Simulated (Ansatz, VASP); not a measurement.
PbS: VASP beside Ansatz

```xyz
4
Lattice="2.9405 -2.9000 0.0000 2.9405 2.9000 0.0000 -1.0800 0.0000 11.9435" Properties=species:S:1:pos:R:3 pbc="T T T"
Pb    3.8740    0.0000    7.6006
Pb    0.9270    0.0000    4.3429
S     0.9319    0.0000    7.1494
S     3.8690    0.0000    4.7941
```

Change from the starting cell: zz strain of +2 %.

Alike in both runs: task single point; functional PBEsol; k mesh 7 × 7 × 3; occupations fermi-dirac, width 0.01 eV; no spin polarisation.

|  | VASP | Ansatz |
| --- | --- | --- |
| version | VASP 6.6.1 | Ansatz 0.2.0 |
| potentials or method | VASP PAW PBE potentials, release 64 (Pb_d, S), cutoff 520 eV | all-electron LAPW, scalar-relativistic |

```csv
,VASP,Ansatz,Ansatz less VASP
gap on the k mesh at the Fermi level (eV),1.19,1.20,+0.003
rms of the force components (eV/Å),0.367,0.368,+0.0003
```

VASP's potentials were made for PBE, not for PBEsol. Atom by atom the forces differ by 0.001 eV/Å (rms over components). Ansatz ran all-electron here, and VASP with PAW potentials.

Spin-orbit coupling is off throughout.
